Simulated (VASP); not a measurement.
Write the native input for VASP 6.6.1 that does the following.

| Property | Result |
| --- | --- |
| Task | single point |
| Functional | PBE |
| Potentials or basis | VASP PAW PBE potentials, release 64 (Sc_sv, B, P) |
| Cutoff | 520 eV |
| k mesh | 6 × 6 × 6 |
| Occupations | gaussian, width 0.1 eV |
| Spin | no spin polarisation |
| Dipole correction | no |
| Further INCAR settings | ALGO = Normal; EDIFF = 1e-06; NBANDS = 29 |

The structure of Sc2BP3 lies in POSCAR:

```
Sc2BP3
1.0
    2.6373263700      1.5226610900      4.4234899100
   -2.6373263700      1.5226610900      4.4234899100
    0.0000000000     -3.0453221800      4.4234899100
Sc B P
2 1 3
Direct
    0.1249960000      0.1249960000      0.1249960000
    0.8750040000      0.8750040000      0.8750040000
    0.5000000000      0.5000000000      0.5000000000
    0.0000000000      0.5000000000      0.5000000000
    0.5000000000      0.0000000000      0.5000000000
    0.5000000000      0.5000000000      0.0000000000
```

The cell was generated, and may not be a known phase.

The input as run:

INCAR

```
SYSTEM = Sc2BP3
PREC = Accurate
ENCUT = 520
EDIFF = 1E-6
ISMEAR = 0
SIGMA = 0.1
LREAL = .False.
LASPH = .True.
NELM = 100
ALGO = Normal
ISIF = 2
LWAVE = .False.
LCHARG = .False.
GGA = PE
NBANDS = 29
```

KPOINTS

```
regular mesh
0
Gamma
  6 6 6
  0 0 0
```

Potentials or basis: VASP PAW PBE potentials, release 64 (Sc_sv, B, P).

The run is started by

```sh
$ cat potpaw_PBE.64/Sc_sv/POTCAR potpaw_PBE.64/B/POTCAR potpaw_PBE.64/P/POTCAR > POTCAR
$ mpirun -np 1 vasp_std > vasp.out
```

It gave:

```
Pressure               : -11.9 GPa
Largest force          : 0.147 eV/Å
Band gap on the k mesh : zero (bands 20 and 21 overlap by 1.32 eV)
```

Caveat: the cell stands under tension.

Wall time 95 s on 1 thread of AMD EPYC 9R14 (Zen 4), on a shared host, peak memory 0.25 GiB.
